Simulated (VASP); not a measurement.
# Tc (P6_3/mmc) in VASP: a series of runs

Aim: see how the results for Tc move with the level of theory and the settings. Levels: PBE, LDA+U. Tasks: single point.

Everything below comes from runs of VASP 6.6.1. Logs are shortened: lines on timing, memory, paths and dates and some standing lists are left out, and cuts for length are marked.

### 1 The cell of the first run

Symmetry: P6_3/mmc, No. 194, hexagonal system. The conventional cell has a = 2.740 Å, b = 2.740 Å, c = 4.398 Å, α = 90.00°, β = 90.00°, γ = 120.00°. Tc (site symmetry -6m2) has 12 Tc at 2.71 to 2.74 Å within 3.6 Å.

### 2 Single point, PBE

INCAR

```
SYSTEM = Tc
PREC = Accurate
ENCUT = 520
EDIFF = 1E-6
ISMEAR = -1
SIGMA = 0.08
LREAL = .False.
LASPH = .True.
NELM = 100
ALGO = Normal
ISIF = 2
LWAVE = .False.
LCHARG = .True.
GGA = PE
LELF = .True.
LVHAR = .True.
NBANDS = 20
```

KPOINTS

```
Automatic mesh
0
Gamma
  5 5 3
  0 0 0
```

POSCAR

```
Tc
1.0
    2.7400001704      0.0000000000      0.0000000000
   -1.3700000852      2.3729097540      0.0000000000
    0.0000000000      0.0000000000      4.3980000000
Tc
2
Direct
    0.3333333333      0.6666666667      0.2500000000
    0.6666666667      0.3333333333      0.7500000000
```

Potentials or basis: VASP PAW PBE potentials, release 64 (Tc_pv).

Command:

```
cat potpaw_PBE.64/Tc_pv/POTCAR > POTCAR
mpirun -np 1 vasp_std > vasp.out
```

OUTCAR:

```text
SYSTEM = Tc
   PREC = Accurate
   ENCUT = 520
   EDIFF = 1E-6
   ISMEAR = -1
   LREAL = .False.
   LASPH = .True.
   NELM = 100
   ISIF = 2
   GGA = PE

 ion  position               nearest neighbor table
   1  0.333  0.667  0.250-   2 2.71   2 2.71   2 2.71   2 2.71   2 2.71   2 2.71
   2  0.667  0.333  0.750-   1 2.71   1 2.71   1 2.71   1 2.71   1 2.71   1 2.71

  LATTYP: Found a hexagonal cell.
 ALAT       =     2.7400001704
 C/A-ratio  =     1.6051093892

  Lattice vectors:

 A1 = (   2.7400001704,   0.0000000000,   0.0000000000)
 A2 = (  -1.3700000852,   2.3729097540,   0.0000000000)
 A3 = (   0.0000000000,   0.0000000000,   4.3980000000)

Analysis of symmetry for initial positions (statically):
=====================================================================
 Subroutine PRICEL returns:
 Original cell was already a primitive cell.

 Routine SETGRP: Setting up the symmetry group for a
 hexagonal supercell.

 Subroutine GETGRP returns: Found 24 space group operations
 (whereof 12 operations were pure point group operations)
 out of a pool of 24 trial point group operations.

The static configuration has the point symmetry D_3d.
 The point group associated with its full space group is D_6h.

Analysis of symmetry for dynamics (positions and initial velocities):
=====================================================================
 Subroutine PRICEL returns:
 Original cell was already a primitive cell.

 Routine SETGRP: Setting up the symmetry group for a
 hexagonal supercell.

 Subroutine GETGRP returns: Found 24 space group operations
 (whereof 12 operations were pure point group operations)
 out of a pool of 24 trial point group operations.

The dynamic configuration has the point symmetry D_3d.
 The point group associated with its full space group is D_6h.

 Subroutine INISYM returns: Found 24 space group operations
 (whereof 12 operations are pure point group operations),
 and found     1 'primitive' translations

----------------------------------------------------------------------------------------

                                     Primitive cell

  volume of cell :      28.5948

  direct lattice vectors                    reciprocal lattice vectors
     2.740000170  0.000000000  0.000000000     0.364963481  0.210711764  0.000000000
    -1.370000085  2.372909754  0.000000000     0.000000000  0.421423528  0.000000000
     0.000000000  0.000000000  4.398000000     0.000000000  0.000000000  0.227376080

  length of vectors
     2.740000170  2.740000170  4.398000000     0.421423528  0.421423528  0.227376080

  position of ions in fractional coordinates (direct lattice)
     0.333333333  0.666666667  0.250000000
     0.666666667  0.333333333  0.750000000

  ion indices of the primitive-cell ions
   primitive index   ion index
                 1           1
                 2           2

----------------------------------------------------------------------------------------

 KPOINTS: Automatic mesh

Automatic generation of k-mesh.
 Grid dimensions read from file:
 generate k-points for:    5    5    3

 Generating k-lattice:

  Cartesian coordinates                     Fractional coordinates (reciprocal lattice)
     0.072992696  0.042142353  0.000000000     0.200000000  0.000000000  0.000000000
     0.000000000  0.084284706  0.000000000     0.000000000  0.200000000  0.000000000
     0.000000000  0.000000000  0.075792027     0.000000000  0.000000000  0.333333333

  Length of vectors
     0.084284706  0.084284706  0.075792027

  Shift w.r.t. Gamma in fractional coordinates (k-lattice)
     0.000000000  0.000000000  0.000000000

 Subroutine IBZKPT returns following result:
 ===========================================

 Found     10 irreducible k-points:

 Following reciprocal coordinates:
            Coordinates               Weight
  0.000000  0.000000  0.000000      1.000000
  0.200000 -0.000000  0.000000      6.000000
  0.400000  0.000000  0.000000      6.000000
  0.200000  0.200000  0.000000      6.000000
  0.400000  0.200000  0.000000      6.000000
  0.000000  0.000000  0.333333      2.000000
  0.200000 -0.000000  0.333333     12.000000
  0.400000  0.000000  0.333333     12.000000
  0.200000  0.200000  0.333333     12.000000
  0.400000  0.200000  0.333333     12.000000
   k-points           NKPTS =     10   k-points in BZ     NKDIM =     10   number of bands    NBANDS=     20
   number of dos      NEDOS =    301   number of ions     NIONS =      2
   total plane-waves  NPLWV =  14400
   dimension x,y,z NGX =    20 NGY =   20 NGZ =   36
   dimension x,y,z NGXF=    40 NGYF=   40 NGZF=   72
   ions per type =               2
   NGX,Y,Z   is equivalent  to a cutoff of  12.13, 12.13, 13.61 a.u.
   NGXF,Y,Z  is equivalent  to a cutoff of  24.27, 24.27, 27.22 a.u.
 SYSTEM =  Tc
   PREC   = accura    normal or accurate (medium, high low for compatibility)
   ISTART =      0    job   : 0-new  1-cont  2-samecut
   ICHARG =      2    charge: 1-file 2-atom 10-const
   ISPIN  =      1    spin polarized calculation?
   LNONCOLLINEAR =      F non collinear calculations
   LSORBIT =      F    spin-orbit coupling
   LASPH  =      T    aspherical Exc in radial PAW
   ENCUT  =  520.0 eV  38.22 Ry    6.18 a.u.   5.09  5.09  8.18*2*pi/ulx,y,z
   NELM   =    100;   NELMIN=  2; NELMDL= -5     # of ELM steps
   EDIFF  = 0.1E-05   stopping-criterion for ELM
   LREAL  =      F    real-space projection
   EDIFFG = 0.1E-04   stopping-criterion for IOM
   NSW    =      0    number of steps for IOM
   IBRION =     -1    ionic relax: 0-MD 1-quasi-New 2-CG
   NFREE  =      0    steps in history (QN), initial steepest desc. (CG)
   ISIF   =      2    stress and relaxation
   ISYM   =      2    0-nonsym 1-usesym 2-fastsym
   POTIM  = 0.5000    time-step for ionic-motion
   TEBEG  =    0.0;   TEEND  =   0.0 temperature during run
   PSTRESS=    0.0 pullay stress
   NELECT =      26.0000    total number of electrons
   NUPDOWN=      -1.0000    fix difference up-down
   EMIN   =  10.00;   EMAX   =-10.00  energy-range for DOS
   EFERMI =   0.00;   METHOD = LEGACY
   ISMEAR =    -1;   SIGMA  =   0.08  broadening in eV -4-tet -1-fermi 0-gaus
   EFERMI_NEDOS =   21; number of points for ismear=-14 and -15
   IALGO  =     38    algorithm
   IMIX   =      4    mixing-type and parameters
     AMIX     =   0.40;   BMIX     =  1.00
     AMIX_MAG =   1.60;   BMIX_MAG =  1.00
  volume/ion in A,a.u.               =      14.30        96.48
  Fermi-wavevector in a.u.,A,eV,Ry     =   1.586002  2.997108 34.224106  2.515401
  Thomas-Fermi vector in A             =   2.685380
   LORBIT       =      0    0 simple, 1 ext, 2 COOP (PROOUT), +10 PAW based schemes
   GGA     = PE    functional components
[... 5 lines left out ...]
 non-spin polarized calculation
  energy-cutoff  :      520.00
  volume of cell :       28.59
 maximum number of plane-waves:       779
   NGX = 11   NGY = 11   NGZ = 17

 number of electron      25.9999997 magnetization

 Free energy of the ion-electron system (eV)
  ---------------------------------------------------
  ext. energy  EPLUGINS =         0.00000000
  ---------------------------------------------------
  free energy    TOTEN  =       -20.84095050 eV

  energy without entropy =      -20.80573926  energy(sigma->0) =      -20.82334488

 E-fermi :  12.5637     XC(G=0): -13.8026

 val. band max:       12.5496912109   @ k =   0.0000   0.0000   0.0000
 cond. band min:      12.7677888160   @ k =   0.4000   0.2000   0.3333
 fundamental gap:      0.2180976051
 Fermi energy:        12.5636625491

 k-point     1 :       0.0000    0.0000    0.0000
  band No.  band energies     occupation
      1     -26.7778      2.00000
      2     -25.6850      2.00000
      3     -25.6850      2.00000
      4     -25.4995      2.00000
      5     -25.4995      2.00000
      6     -25.4464      2.00000
[... 12 lines left out ...]
     19      23.7299      0.00000
     20      26.9747      0.00000

 k-point     2 :       0.2000   -0.0000    0.0000
  band No.  band energies     occupation
      1     -26.6239      2.00000
      2     -26.0147      2.00000
      3     -25.8326      2.00000
      4     -25.7885      2.00000
      5     -25.5487      2.00000
      6     -25.5157      2.00000
[... 12 lines left out ...]
     19      23.4412      0.00000
     20      28.5145      0.00000

 k-point     3 :       0.4000    0.0000    0.0000
  band No.  band energies     occupation
      1     -26.5421      2.00000
      2     -26.3299      2.00000
      3     -26.2912      2.00000
      4     -25.9429      2.00000
      5     -25.7099      2.00000
      6     -25.6374      2.00000
[... 12 lines left out ...]
     19      23.9154      0.00000
     20      24.1399      0.00000

 k-point     4 :       0.2000    0.2000    0.0000
  band No.  band energies     occupation
      1     -26.3719      2.00000
      2     -26.2965      2.00000
      3     -26.2732      2.00000
      4     -25.9196      2.00000
      5     -25.7364      2.00000
      6     -25.6556      2.00000
[... 12 lines left out ...]
     19      23.5144      0.00000
     20      25.3953      0.00000

 k-point     5 :       0.4000    0.2000    0.0000
  band No.  band energies     occupation
      1     -26.5318      2.00000
      2     -26.3180      2.00000
      3     -26.1427      2.00000
      4     -26.1124      2.00000
      5     -25.8672      2.00000
      6     -25.8452      2.00000
[... 12 lines left out ...]
     19      23.0219      0.00000
     20      25.3846      0.00000

 k-point     6 :       0.0000    0.0000    0.3333
  band No.  band energies     occupation
      1     -26.4610      2.00000
      2     -25.7963      2.00000
      3     -25.6390      2.00000
      4     -25.6390      2.00000
      5     -25.5462      2.00000
      6     -25.5462      2.00000
[... 12 lines left out ...]
     19      26.1807      0.00000
     20      27.1428      0.00000

 k-point     7 :       0.2000   -0.0000    0.3333
  band No.  band energies     occupation
      1     -26.4355      2.00000
      2     -26.0482      2.00000
      3     -25.8810      2.00000
      4     -25.7293      2.00000
      5     -25.6370      2.00000
      6     -25.6094      2.00000
[... 12 lines left out ...]
     19      26.7450      0.00000
     20      28.2736      0.00000

 k-point     8 :       0.4000    0.0000    0.3333
  band No.  band energies     occupation
      1     -26.6601      2.00000
      2     -26.5263      2.00000
      3     -25.9633      2.00000
      4     -25.8678      2.00000
      5     -25.7151      2.00000
      6     -25.7105      2.00000
[... 12 lines left out ...]
     19      24.4963      0.00000
     20      25.9162      0.00000

 k-point     9 :       0.2000    0.2000    0.3333
  band No.  band energies     occupation
      1     -26.5082      2.00000
      2     -26.3905      2.00000
      3     -25.9627      2.00000
      4     -25.9623      2.00000
      5     -25.7808      2.00000
      6     -25.6436      2.00000
[... 12 lines left out ...]
     19      26.3145      0.00000
     20      27.1507      0.00000

 k-point    10 :       0.4000    0.2000    0.3333
  band No.  band energies     occupation
      1     -26.6121      2.00000
      2     -26.5186      2.00000
      3     -26.1740      2.00000
      4     -25.9986      2.00000
      5     -25.8030      2.00000
      6     -25.6934      2.00000
[... 12 lines left out ...]
     19      24.5073      0.00000
     20      24.8010      0.00000

------------------------ aborting loop because EDIFF is reached ----------------------------------------

  FORCE on cell =-STRESS in cart. coord.  units (eV):
  Direction    XX          YY          ZZ          XY          YZ          ZX
  --------------------------------------------------------------------------------------
  -------------------------------------------------------------------------------------
  Total        0.3545349      0.3545349     -0.1000418      0.0000000      0.0000000     -0.0000000
  in kB       19.8647240     19.8647240     -5.6053813      0.0000000      0.0000000     -0.0000000
  external PRESSURE =      11.3746889 kB  Pullay stress =       0.0000000 kB

 VOLUME and BASIS-vectors are now :
 -----------------------------------------------------------------------------
  energy-cutoff  :      520.00
  volume of cell :       28.59
      direct lattice vectors                 reciprocal lattice vectors
     2.740000170  0.000000000  0.000000000     0.364963481  0.210711764  0.000000000
    -1.370000085  2.372909754  0.000000000     0.000000000  0.421423528  0.000000000
     0.000000000  0.000000000  4.398000000     0.000000000  0.000000000  0.227376080

 POSITION                                       TOTAL-FORCE (eV/Angst)
 -----------------------------------------------------------------------------------
     -0.00000      1.58194      1.09950         0.000000     -0.000000      0.000000
      1.37000      0.79097      3.29850        -0.000000      0.000000      0.000000
 -----------------------------------------------------------------------------------
    total drift:                               -0.000000      0.000000     -0.000000

  FREE ENERGIE OF THE ION-ELECTRON SYSTEM (eV)
  ---------------------------------------------------
  free  energy   TOTEN  =       -20.8409504986 eV

  energy  without entropy=      -20.8057392584  energy(sigma->0) =      -20.82334488
```

Wall time 4.1 s (1 thread of AMD EPYC 9R45 (Zen 5), shared host); peak memory 0.11 GiB.

Results:

* Free energy: -20.8410 eV
* Pressure: 1.1 GPa
* Band gap on the k mesh: zero (bands 13 and 14 overlap by 2.09 eV)

Stress tensor (GPa, compression positive):
```
 1.99  0.00  0.00
 0.00  1.99  0.00
 0.00  0.00 -0.56
```

Caveat: the k points lie up to 0.53 Å⁻¹ apart, too coarse for converged energies and pressures of a metal.

### 3 Single point, PBE

INCAR

```
SYSTEM = Tc
  ALGO = Normal
  EDIFF = 1E-6
  ENCUT = 520
  GGA = PE
  ISIF = 2
  ISMEAR = -1
  LASPH = .TRUE.
  LCHARG = .TRUE.
  LELF = .TRUE.
  LREAL = .FALSE.
  LVHAR = .TRUE.
  LWAVE = .FALSE.
  NBANDS = 20
  NELM = 100
  PREC = Accurate
  SIGMA = 0.08
```

KPOINTS

```
k-points
0
G
  8 8 4
  0 0 0
```

POSCAR is that of step 2.

Potentials or basis: VASP PAW PBE potentials, release 64 (Tc_pv).

Command:

```
cat potpaw_PBE.64/Tc_pv/POTCAR > POTCAR
mpirun -np 1 vasp_std > vasp.out
```

Wall time 9.3 s (1 thread of AMD EPYC 9R45 (Zen 5), shared host); peak memory 0.11 GiB.

Results (log left out):

* Free energy: -20.7323 eV
* Pressure: 1.8 GPa
* Band gap on the k mesh: zero (bands 13 and 14 overlap by 3.35 eV)

Stress tensor (GPa, compression positive):
```
2.29 0.00 0.00
0.00 2.29 0.00
0.00 0.00 0.69
```

Levels at points of the mesh, in eV from the Fermi level:
```
           k point  band 10  band 11  band 12  band 13  band 14  band 15  band 16  band 17
(0.00, 0.00, 0.00)    -1.57    -1.50    -0.85    -0.85    -0.12    -0.12     1.65     2.53
(0.50, 0.00, 0.00)    -1.90    -1.16    -0.94    -0.51     2.92     3.31     3.35     5.30
(0.00, 0.00, 0.50)    -1.90    -1.70    -1.70    -1.70    -1.70     1.86     1.86     1.86
(0.50, 0.00, 0.50)    -3.71     0.13     0.13     1.41     1.41     3.17     3.17     4.36
```

### 4 Single point, LDA+U

INCAR

```
SYSTEM = Tc
ALGO     = Normal         ! electronic algorithm
EDIFF    = 1E-6           ! SCF threshold, eV
ENCUT    = 520            ! plane-wave cutoff, eV
ISIF     = 2              ! what is computed and relaxed
ISMEAR   = -1             ! smearing method
LASPH    = .TRUE.         ! aspherical terms in the spheres
LCHARG   = .FALSE.        ! write CHGCAR
LDAU     = .TRUE.         ! DFT+U
LDAUJ    = 0            
LDAUL    = 2              ! shell
LDAUPRINT= 1            
LDAUTYPE = 2            
LDAUU    = 1              ! U, eV
LMAXMIX  = 4              ! l up to which the mixer works
LREAL    = .FALSE.        ! projectors in reciprocal space
LWAVE    = .FALSE.        ! write WAVECAR
NBANDS   = 20             ! bands
NELM     = 150            ! most SCF steps
PREC     = Accurate       ! precision mode
SIGMA    = 0.08           ! smearing width, eV
```

KPOINTS is that of step 3.

POSCAR is that of step 3.

Potentials or basis: VASP PAW LDA potentials, release 64 (Tc_pv).

Command:

```
cat potpaw_LDA.64/Tc_pv/POTCAR > POTCAR
mpirun -np 1 vasp_std > vasp.out
```

Wall time 7.5 s (1 thread of AMD EPYC 9R45 (Zen 5), shared host); peak memory 0.1 GiB.

It converged, with:

```
Free energy            : -20.9702 eV
Pressure               : -12.8 GPa
Band gap on the k mesh : zero (bands 13 and 14 overlap by 3.39 eV)
```

Stress tensor (GPa, compression positive):
```
-12.01   0.00   0.00
  0.00 -12.01   0.00
  0.00   0.00 -14.31
```

Levels at points of the mesh, in eV from the Fermi level:
| k point | band 11 | band 12 | band 13 | band 14 | band 15 | band 16 |
| --- | --- | --- | --- | --- | --- | --- |
| (0.00, 0.00, 0.00) | -1.52 | -0.87 | -0.87 | -0.13 | -0.13 | 1.69 |
| (0.50, 0.00, 0.00) | -1.16 | -0.92 | -0.52 | 2.94 | 3.33 | 3.37 |
| (0.00, 0.00, 0.50) | -1.71 | -1.71 | -1.71 | -1.71 | 1.86 | 1.86 |
| (0.50, 0.00, 0.50) | 0.13 | 0.13 | 1.43 | 1.43 | 3.19 | 3.19 |

Eigenvalues of the final occupation matrices:
```csv
site,spin,trace,eigenvalues
site 1 d,1,2.60,0.52 0.52 0.52 0.52 0.53
site 1 d,2,2.60,0.52 0.52 0.52 0.52 0.53
site 2 d,1,2.60,0.52 0.52 0.52 0.52 0.53
site 2 d,2,2.60,0.52 0.52 0.52 0.52 0.53
```

Caveat: the cell stands under tension; U without spin polarisation on a metal has little footing; the U is typed as a test and isn't derived for this compound.

[end of part 1 of 2]

The gap in the log of VASP goes by the Fermi energy; the results here count the filled bands.